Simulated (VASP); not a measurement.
# SrTe (Fm-3m) in VASP: further runs

The runs below take SrTe through single point, relaxation of cell and atoms, with HSE06.

Program: VASP 6.6.1. These are calculated values, not measurements. Logs are shortened: lines on timing, memory, paths and dates and some standing lists are left out, and cuts for length are marked.

## 1. The cell of the first run

It takes space group Fm-3m (No. 225, cubic). The conventional cell has a = 6.705 Å, b = 6.705 Å, c = 6.705 Å, α = 90.00°, β = 90.00°, γ = 90.00°. Within 4.4 Å of Sr (site symmetry m-3m) lie 6 Te at 3.35 Å. Te (site symmetry m-3m) has 6 Sr at 3.35 Å within 4.4 Å.

## 2. Single point, HSE06, non-collinear spin, zero start, spin-orbit coupling

Input file POSCAR:

```
SrTe
1.0
    0.0000000000      3.3526569095      3.3526569095
    3.3526569095      0.0000000000      3.3526569095
    3.3526569095      3.3526569095      0.0000000000
Sr Te
1 1
Direct
    0.0000000000      0.0000000000      0.0000000000
    0.5000000000      0.5000000000      0.5000000000
```

Input file INCAR.step1:

```
SYSTEM = SrTe
ALGO = Normal
EDIFF = 1E-5
ENCUT = 400
GGA = PE
GGA_COMPAT = .FALSE.
ISIF = 2
ISMEAR = 0
LASPH = .TRUE.
LORBIT = 11
LORBMOM = .TRUE.
LREAL = .FALSE.
LSORBIT = .TRUE.
LWAVE = .TRUE.
MAGMOM = 0 0 0 0 0 0
NBANDS = 28
NELM = 200
PREC = Accurate
SIGMA = 0.01
```

Input file INCAR.step2:

```
SYSTEM = SrTe
ALGO = Normal
EDIFF = 1E-6
ENCUT = 400
GGA = PE
GGA_COMPAT = .FALSE.
HFSCREEN = 0.2079
ISIF = 2
ISMEAR = 0
ISTART = 1
LASPH = .TRUE.
LCHARG = .TRUE.
LHFCALC = .TRUE.
LORBIT = 11
LORBMOM = .TRUE.
LREAL = .FALSE.
LSORBIT = .TRUE.
LVHAR = .TRUE.
LWAVE = .FALSE.
MAGMOM = 0 0 0 0 0 0
NBANDS = 28
NELM = 200
PREC = Accurate
PRECFOCK = Normal
SIGMA = 0.01
```

Input file KPOINTS:

```
k-points
0
G
  4 4 4
  0 0 0
```

Potentials or basis: VASP PAW PBE potentials, release 64 (Sr_sv, Te).

On the command line:

```sh
> cat potpaw_PBE.64/Sr_sv/POTCAR potpaw_PBE.64/Te/POTCAR > POTCAR
> cp INCAR.step1 INCAR
> mpirun -np 1 vasp_ncl > vasp.out
> cp INCAR.step2 INCAR
> mpirun -np 1 vasp_ncl > vasp.out
```

OUTCAR:

```text
SYSTEM = SrTe
   EDIFF = 1E-6
   ENCUT = 400
   GGA = PE
   HFSCREEN = 0.2079
   ISIF = 2
   ISMEAR = 0
   ISTART = 1
   LASPH = .TRUE.
   LHFCALC = .TRUE.
   LORBIT = 11
   LREAL = .FALSE.
   LSORBIT = .TRUE.
   NELM = 200
   PREC = Accurate
   PRECFOCK = Normal

 ion  position               nearest neighbor table
   1  0.000  0.000  0.000-   2 3.35   2 3.35   2 3.35   2 3.35   2 3.35   2 3.35
   2  0.500  0.500  0.500-   1 3.35   1 3.35   1 3.35   1 3.35   1 3.35   1 3.35

  LATTYP: Found a face centered cubic cell.
 ALAT       =     6.7053138190

  Lattice vectors:

 A1 = (   0.0000000000,   3.3526569095,   3.3526569095)
 A2 = (   3.3526569095,   0.0000000000,   3.3526569095)
 A3 = (   3.3526569095,   3.3526569095,   0.0000000000)

Analysis of symmetry for initial positions (statically):
=====================================================================
 Subroutine PRICEL returns:
 Original cell was already a primitive cell.

 Routine SETGRP: Setting up the symmetry group for a
 face centered cubic supercell.

 Subroutine GETGRP returns: Found 48 space group operations
 (whereof 48 operations were pure point group operations)
 out of a pool of 48 trial point group operations.

The static configuration has the point symmetry O_h .

Analysis of symmetry for dynamics (positions and initial velocities):
=====================================================================
 Subroutine PRICEL returns:
 Original cell was already a primitive cell.

 Routine SETGRP: Setting up the symmetry group for a
 face centered cubic supercell.

 Subroutine GETGRP returns: Found 48 space group operations
 (whereof 48 operations were pure point group operations)
 out of a pool of 48 trial point group operations.

The dynamic configuration has the point symmetry O_h .

Analysis of structural, dynamic, and magnetic symmetry:
=====================================================================
 Subroutine PRICEL returns:
 Original cell was already a primitive cell.

 Routine SETGRP: Setting up the symmetry group for a
 face centered cubic supercell.

 Subroutine GETGRP returns: Found 48 space group operations
 (whereof 48 operations were pure point group operations)
 out of a pool of 48 trial point group operations.

The overall configuration has the point symmetry O_h .

 Subroutine INISYM returns: Found 48 space group operations
 (whereof 48 operations are pure point group operations),
 and found     1 'primitive' translations

----------------------------------------------------------------------------------------

                                     Primitive cell

  volume of cell :      75.3698

  direct lattice vectors                    reciprocal lattice vectors
     0.000000000  3.352656909  3.352656909    -0.149135451  0.149135451  0.149135451
     3.352656909  0.000000000  3.352656909     0.149135451 -0.149135451  0.149135451
     3.352656909  3.352656909  0.000000000     0.149135451  0.149135451 -0.149135451

  length of vectors
     4.741372871  4.741372871  4.741372871     0.258310178  0.258310178  0.258310178

  position of ions in fractional coordinates (direct lattice)
     0.000000000  0.000000000  0.000000000
     0.500000000  0.500000000  0.500000000

  ion indices of the primitive-cell ions
   primitive index   ion index
                 1           1
                 2           2

----------------------------------------------------------------------------------------

 KPOINTS: k-points

Automatic generation of k-mesh.
 Grid dimensions read from file:
 generate k-points for:    4    4    4

 Generating k-lattice:

  Cartesian coordinates                     Fractional coordinates (reciprocal lattice)
    -0.037283863  0.037283863  0.037283863     0.250000000  0.000000000  0.000000000
     0.037283863 -0.037283863  0.037283863     0.000000000  0.250000000  0.000000000
     0.037283863  0.037283863 -0.037283863     0.000000000  0.000000000  0.250000000

  Length of vectors
     0.064577545  0.064577545  0.064577545

  Shift w.r.t. Gamma in fractional coordinates (k-lattice)
     0.000000000  0.000000000  0.000000000

 Subroutine IBZKPT returns following result:
 ===========================================

 Found      8 irreducible k-points:

 Following reciprocal coordinates:
[... 42 lines left out ...]
   ISMEAR =     0;   SIGMA  =   0.01  broadening in eV -4-tet -1-fermi 0-gaus
   EFERMI_NEDOS =   21; number of points for ismear=-14 and -15
   IALGO  =     38    algorithm
   IMIX   =      1    mixing-type and parameters
     AMIX     =   0.40;   BMIX     =  1.00
     AMIX_MAG =   1.60;   BMIX_MAG =  1.00
  volume/ion in A,a.u.               =      37.68       254.31
  Fermi-wavevector in a.u.,A,eV,Ry     =   0.976598  1.845502 12.976463  0.953743
  Thomas-Fermi vector in A             =   2.107229
   LORBIT       =     11    0 simple, 1 ext, 2 COOP (PROOUT), +10 PAW based schemes
   GGA     = PE    functional components
   LHFCALC =     T    Hartree Fock is set to
   PRECFOCK=normal    Normal, Fast or Accurate (Low or Medium for compatibility)
   ENCUT4O =  -1.0   cutoff for four orbital integrals eV
   NKREDX  =     1    reduce k-point grid by
   NKREDY  =     1    reduce k-point grid by
   NKREDZ  =     1    reduce k-point grid by
   AEXX    =    0.2500 exact exchange contribution
   HFSCREEN=    0.2079 screening length (either q_TF or 0.3 A-1)
   HFSCREENC=   0.2079 screening length for correlation (either q_TF or 0.3 A-1)
   ENCUTFOCK=  -1.0 apply spherical cutoff to Coloumb kernel
   IVDW    =     0    specifies the selected vdW correction
   LEPSILON=     F    determine dielectric tensor
   LRPA    =     F    only Hartree local field effects (RPA)
 Gauss-broadening in eV      SIGMA  =   0.01
  energy-cutoff  :      400.00
  volume of cell :       75.37
 maximum number of plane-waves:      2768
 NGX is ok and might be reduce to    32
  NGX = 24; NGY = 24; NGZ = 24

 number of electron      16.0000001 magnetization      -0.0000000     -0.0000000     -0.0000000

 number of electron      16.0000001 magnetization      -0.0000000      0.0000000      0.0000000

 number of electron      16.0000001 magnetization       0.0000000     -0.0000000     -0.0000000

 Free energy of the ion-electron system (eV)
  ---------------------------------------------------
  ext. energy  EPLUGINS =         0.00000000
  ---------------------------------------------------
  free energy    TOTEN  =        -9.62469168 eV

  energy without entropy =       -9.62469168  energy(sigma->0) =       -9.62469168

 E-fermi :   2.5327     XC(G=0):  -7.0660

 val. band max:        2.4755835012   @ k =   0.0000   0.0000   0.0000
 cond. band min:       4.6860121053   @ k =   0.5000   0.5000   0.0000
 fundamental gap:      2.2104286041
 Fermi energy:         2.5326863769

 k-point     1 :       0.0000    0.0000    0.0000
  band No.  band energies     occupation
      1     -35.0263      1.00000
      2     -35.0263      1.00000
      3     -16.5320      1.00000
      4     -16.5320      1.00000
      5     -15.3543      1.00000
      6     -15.3543      1.00000
[... 237 lines left out ...]
     27      10.6634      0.00000
     28      10.6634      0.00000

------------------------ aborting loop because EDIFF is reached ----------------------------------------

  FORCE on cell =-STRESS in cart. coord.  units (eV):
  Direction    XX          YY          ZZ          XY          YZ          ZX
  --------------------------------------------------------------------------------------
  -------------------------------------------------------------------------------------
  Total       -0.0601368     -0.0601368     -0.0601368     -0.0000000      0.0000000      0.0000000
  in kB       -1.2783612     -1.2783612     -1.2783612     -0.0000000      0.0000000      0.0000000
  external PRESSURE =      -1.2783612 kB  Pullay stress =       0.0000000 kB

 VOLUME and BASIS-vectors are now :
 -----------------------------------------------------------------------------
  energy-cutoff  :      400.00
  volume of cell :       75.37
      direct lattice vectors                 reciprocal lattice vectors
     0.000000000  3.352656909  3.352656909    -0.149135451  0.149135451  0.149135451
     3.352656909  0.000000000  3.352656909     0.149135451 -0.149135451  0.149135451
     3.352656909  3.352656909  0.000000000     0.149135451  0.149135451 -0.149135451

 POSITION                                       TOTAL-FORCE (eV/Angst)
 -----------------------------------------------------------------------------------
      0.00000      0.00000      0.00000        -0.000000      0.000000     -0.000000
      3.35266      3.35266      3.35266         0.000000     -0.000000      0.000000
 -----------------------------------------------------------------------------------
    total drift:                                0.000000      0.000000      0.000000

  FREE ENERGIE OF THE ION-ELECTRON SYSTEM (eV)
  ---------------------------------------------------
  free  energy   TOTEN  =        -9.6246916787 eV

  energy  without entropy=       -9.6246916787  energy(sigma->0) =       -9.62469168

 orbital moment (x)

 # of ion     p       d       tot
 ----------------------------------------
  1         0.000   0.000   0.000
  2         0.000  -0.000   0.000
 ----------------------------------------
            0.000   0.000   0.000

 orbital moment (y)

 # of ion     p       d       tot
 ----------------------------------------
  1        -0.000  -0.000  -0.000
  2        -0.000  -0.000  -0.000
 ----------------------------------------
           -0.000  -0.000  -0.000

 orbital moment (z)

 # of ion     p       d       tot
 ----------------------------------------
  1        -0.000  -0.000  -0.000
  2        -0.000  -0.000  -0.000
 ----------------------------------------
           -0.000  -0.000  -0.000

 Spin-Orbit-Coupling matrix elements

 Ion:    1  E_soc:     -0.1728589
 l=   1
     0.0000000    -0.0287250    -0.0287250
    -0.0287250     0.0000000    -0.0287250
    -0.0287250    -0.0287250     0.0000000
 l=   2
     0.0000000     0.0000064     0.0000000     0.0000064    -0.0000913
     0.0000064     0.0000000    -0.0000685     0.0000064    -0.0000228
     0.0000000    -0.0000685     0.0000000    -0.0000685     0.0000000
     0.0000064     0.0000064    -0.0000685     0.0000000    -0.0000228
    -0.0000913    -0.0000228     0.0000000    -0.0000228     0.0000000
 l=   3
     0.0000000     0.0000000     0.0000000     0.0000000     0.0000000     0.0000000     0.0000000
     0.0000000     0.0000000     0.0000000     0.0000000     0.0000000     0.0000000     0.0000000
     0.0000000     0.0000000     0.0000000     0.0000000     0.0000000     0.0000000     0.0000000
     0.0000000     0.0000000     0.0000000     0.0000000     0.0000000     0.0000000     0.0000000
     0.0000000     0.0000000     0.0000000     0.0000000     0.0000000     0.0000000     0.0000000
     0.0000000     0.0000000     0.0000000     0.0000000     0.0000000     0.0000000     0.0000000
     0.0000000     0.0000000     0.0000000     0.0000000     0.0000000     0.0000000     0.0000000

 Ion:    2  E_soc:     -0.1716711
 l=   1
     0.0000000    -0.0286066    -0.0286066
    -0.0286066     0.0000000    -0.0286066
    -0.0286066    -0.0286066     0.0000000
 l=   2
     0.0000000    -0.0000029     0.0000000    -0.0000029    -0.0000023
    -0.0000029     0.0000000    -0.0000017    -0.0000029    -0.0000006
     0.0000000    -0.0000017     0.0000000    -0.0000017     0.0000000
    -0.0000029    -0.0000029    -0.0000017     0.0000000    -0.0000006
    -0.0000023    -0.0000006     0.0000000    -0.0000006     0.0000000
 l=   3
     0.0000000     0.0000000     0.0000000     0.0000000     0.0000000     0.0000000     0.0000000
     0.0000000     0.0000000     0.0000000     0.0000000     0.0000000     0.0000000     0.0000000
     0.0000000     0.0000000     0.0000000     0.0000000     0.0000000     0.0000000     0.0000000
     0.0000000     0.0000000     0.0000000     0.0000000     0.0000000     0.0000000     0.0000000
     0.0000000     0.0000000     0.0000000     0.0000000     0.0000000     0.0000000     0.0000000
     0.0000000     0.0000000     0.0000000     0.0000000     0.0000000     0.0000000     0.0000000
     0.0000000     0.0000000     0.0000000     0.0000000     0.0000000     0.0000000     0.0000000

 total charge

# of ion       s       p       d       tot
------------------------------------------
    1        2.006   5.834   0.159   7.999
    2        1.298   2.313   0.003   3.614
--------------------------------------------------
tot          3.304   8.146   0.162  11.613

 magnetization (x)

# of ion       s       p       d       tot
------------------------------------------
    1        0.000   0.000   0.000   0.000
    2        0.000  -0.000   0.000  -0.000
--------------------------------------------------
tot          0.000  -0.000   0.000  -0.000

 magnetization (y)

# of ion       s       p       d       tot
------------------------------------------
    1       -0.000  -0.000   0.000   0.000
    2       -0.000   0.000  -0.000   0.000
--------------------------------------------------
tot         -0.000   0.000   0.000   0.000

 magnetization (z)

# of ion       s       p       d       tot
------------------------------------------
    1        0.000   0.000   0.000   0.000
    2       -0.000  -0.000   0.000  -0.000
--------------------------------------------------
tot          0.000  -0.000   0.000  -0.000
```

Run time: 32 min. Hardware: 1 thread of Intel Xeon Platinum 8259CL at 2.50GHz (Skylake/Cascade Lake), shared host; peak memory 0.42 GiB.

Results:

| Item | Value |
| --- | --- |
| Free energy | -9.6247 eV |
| Pressure | -0.1 GPa |
| Net moment | 0.00 μB per cell |
| Valence electrons inside the program's atomic spheres | Sr 8.00; Te 3.61 |

Moments on the atoms (μB; x, y, z):
```
Sr  0.00 0.00 0.00
Te  0.00 0.00 0.00
```

Caveat: the k points lie up to 0.41 Å⁻¹ apart; the PAW data sets were made with another functional, which shifts forces and pressure a little.

## 3. Relaxation of cell and atoms, HSE06

POSCAR is that of step 2.

Input file INCAR.step1:

```
SYSTEM = SrTe
ALGO = Normal
EDIFF = 1E-5
EDIFFG = -0.005
ENCUT = 500
GGA = PE
GGA_COMPAT = .False.
IBRION = 2
ISIF = 3
ISMEAR = -1
LASPH = .True.
LCHARG = .False.
LREAL = .False.
LWAVE = .True.
NBANDS = 15
NELM = 120
NELMIN = 4
NSW = 100
PREC = Accurate
SIGMA = 0.02
```

Input file INCAR.step2:

```
SYSTEM = SrTe
ALGO = Normal
EDIFF = 1E-7
EDIFFG = -0.005
ENCUT = 500
GGA = PE
GGA_COMPAT = .False.
HFSCREEN = 0.2079
IBRION = 2
ISIF = 3
ISMEAR = -1
ISTART = 1
LASPH = .True.
LCHARG = .False.
LHFCALC = .True.
LREAL = .False.
LWAVE = .False.
NELM = 120
NELMIN = 4
NSW = 80
PREC = Accurate
PRECFOCK = Normal
SIGMA = 0.02
```

Input file KPOINTS:

```
k-points
0
Gamma
  4 4 4
  0 0 0
```

Potentials or basis: VASP PAW PBE potentials, release 64 (Sr_sv, Te).

On the command line:

```sh
> cat potpaw_PBE.64/Sr_sv/POTCAR potpaw_PBE.64/Te/POTCAR > POTCAR
> cp INCAR.step1 INCAR
> mpirun -np 1 vasp_std > vasp.out
> cp INCAR.step2 INCAR
> mpirun -np 1 vasp_std > vasp.out
```

It took 12 min on 1 thread of Intel Xeon 6975P-C (Granite Rapids), shared host; peak memory 0.32 GiB.

It converged, with:

```yaml
Free_energy: -9.4571 eV
Relaxed_volume: 37.54 Å³/atom
Relaxed_cell: a = 4.735 Å, b = 4.735 Å, c = 4.735 Å, α = 60.00°, β = 60.00°, γ = 60.00°
Space_group_after_relaxing_to_0.1_Å: Fm-3m (No. 225)
Energy_gained_by_relaxing: 0.0 meV/atom
Ionic_steps: 2
Pressure_after_relaxing: 0.0 GPa
Band_gap_on_the_k_mesh: 2.48 eV (least direct gap 3.29 eV)
```

Final structure:
```
CELL_PARAMETERS angstrom
0.00000 3.34827 3.34827
3.34827 0.00000 3.34827
3.34827 3.34827 0.00000
ATOMIC_POSITIONS crystal
Sr 0.00000 0.00000 0.00000
Te 0.50000 0.50000 0.50000
```

Levels at points of the mesh, in eV from the valence-band top:
```
           k point  band 4  band 5  band 6  band 7  band 8  band 9  band 10  band 11  band 12
(0.00, 0.00, 0.00)  -17.92  -10.82    0.00    0.00    0.00    3.54     4.19     4.19     4.19
(0.50, 0.00, 0.00)  -17.93  -10.13   -3.01   -1.13   -1.13    4.58     6.23     6.47     6.47
(0.50, 0.50, 0.00)  -17.96  -10.32   -2.16   -0.81   -0.81    2.48     4.69     5.85     7.18
```

Caveat: the PAW data sets were made with another functional, which shifts forces and pressure a little; spin-orbit coupling is left out, which moves the levels of the heavy elements. A k mesh can miss the band edges.
